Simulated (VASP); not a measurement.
# Ge: elastic constants with LDA

Ge:

```
CELL_PARAMETERS angstrom
0.00000 2.78666 2.78666
2.78666 0.00000 2.78666
2.78666 2.78666 0.00000
ATOMIC_POSITIONS crystal
Ge 0.50000 0.50000 0.50000
Ge 0.75000 0.75000 0.75000
```

```
Program                   : VASP 6.6.1
Task                      : elastic constants
Functional                : LDA
Potentials or basis       : VASP PAW LDA potentials, release 64 (Ge_d)
Cutoff                    : 600 eV
k mesh                    : 14 × 14 × 14
Occupations               : fermi-dirac, width 0.1 eV
Spin                      : no spin polarisation
Dipole correction         : no
Ions in elastic constants : relaxed
Further INCAR settings    : ALGO = Normal; EDIFF = 1e-08; NBANDS = 21; IBRION = 6; POTIM = 0.015; NSW = 1; ISIF = 3
```

* Elastic constants C11, C12, C44: 129, 55, 63 GPa
* Voigt bulk modulus: 79 GPa
* Highest phonon frequency at Γ: 299 cm⁻¹

Phonon frequencies in cm⁻¹ (negative: imaginary):
| q point | frequencies |
| --- | --- |
| (0.000, 0.000, 0.000) | 0 0 0 299 299 299 |

Elastic tensor in Voigt notation (GPa, in the Cartesian axes of the cell as first typed):
```
129  55  55   0   0   0
 55 129  55   0   0   0
 55  55 129   0   0   0
  0   0   0  63   0   0
  0   0   0   0  63   0
  0   0   0   0   0  63
```

Clamped-ion elastic tensor (GPa):
```
129  55  55   0   0   0
 55 129  55   0   0   0
 55  55 129   0   0   0
  0   0   0  93   0   0
  0   0   0   0  93   0
  0   0   0   0   0  93
```

Wall time 75 min on 1 thread of Oxide Virtual Turin-like Processor, with other jobs on the host, peak memory 1.1 GiB.

Caveat: the cell is under stress, which shifts elastic constants.
